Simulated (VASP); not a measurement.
Wanted: the native input for a VASP 6.6.1 run.

- Task: single point
- Functional: LDA
- Potentials or basis: VASP PAW LDA potentials, release 64 (Zn, In_d, Ga_d, O)
- Cutoff: 520 eV
- k mesh: 12 × 12 × 12
- Occupations: gaussian, width 0.05 eV
- Spin: no spin polarisation
- Dipole correction: no
- Further INCAR settings: ALGO = Normal; EDIFF = 1e-06; NBANDS = 40

The structure of ZnInGaO4 lies in POSCAR:

```
ZnInGaO4
1.0
    1.6803268679      0.9701371695      8.7134054620
   -1.6803268679      0.9701371695      8.7134054620
    0.0000000000     -1.9402743390      8.7134054620
Zn In Ga O
1 1 1 4
Direct
    0.2183820000      0.2183820000      0.2183820000
    0.0027680000      0.0027680000      0.0027680000
    0.7870340000      0.7870340000      0.7870340000
    0.2951430000      0.2951430000      0.2951430000
    0.7113580000      0.7113580000      0.7113580000
    0.1217170000      0.1217170000      0.1217170000
    0.8635990000      0.8635990000      0.8635990000
```

One way to write it, as run:

INCAR

```
SYSTEM = ZnInGaO4
PREC     = Accurate       ! precision mode
ENCUT    = 520            ! plane-wave cutoff, eV
EDIFF    = 1E-6           ! SCF threshold, eV
ISMEAR   = 0              ! smearing method
SIGMA    = 0.05           ! smearing width, eV
LREAL    = .False.        ! projectors in reciprocal space
LASPH    = .True.         ! aspherical terms in the spheres
NELM     = 100            ! most SCF steps
ALGO     = Normal         ! electronic algorithm
ISIF     = 2              ! what is computed and relaxed
LWAVE    = .False.        ! write WAVECAR
LCHARG   = .False.        ! write CHGCAR
NBANDS   = 40             ! bands
```

KPOINTS

```
Automatic mesh
0
Gamma
  12 12 12
  0 0 0
```

Potentials or basis: VASP PAW LDA potentials, release 64 (Zn, In_d, Ga_d, O).

The run is started by

```bash
$ cat potpaw_LDA.64/Zn/POTCAR potpaw_LDA.64/In_d/POTCAR potpaw_LDA.64/Ga_d/POTCAR potpaw_LDA.64/O/POTCAR > POTCAR
$ mpirun -np 1 vasp_std > vasp.out
```

Results of the run:

```
Pressure               : -11.0 GPa
Largest force          : 0.103 eV/Å
Band gap on the k mesh : 0.99 eV
```

Caveat: the cell stands under tension; spin-orbit coupling is left out, which moves the levels of the heavy elements.

Wall time 83 min on 1 thread of Intel(R) Xeon(R) Platinum 8259CL CPU @ 2.50GHz (Skylake/Cascade Lake), on a shared host, peak memory 0.95 GiB.
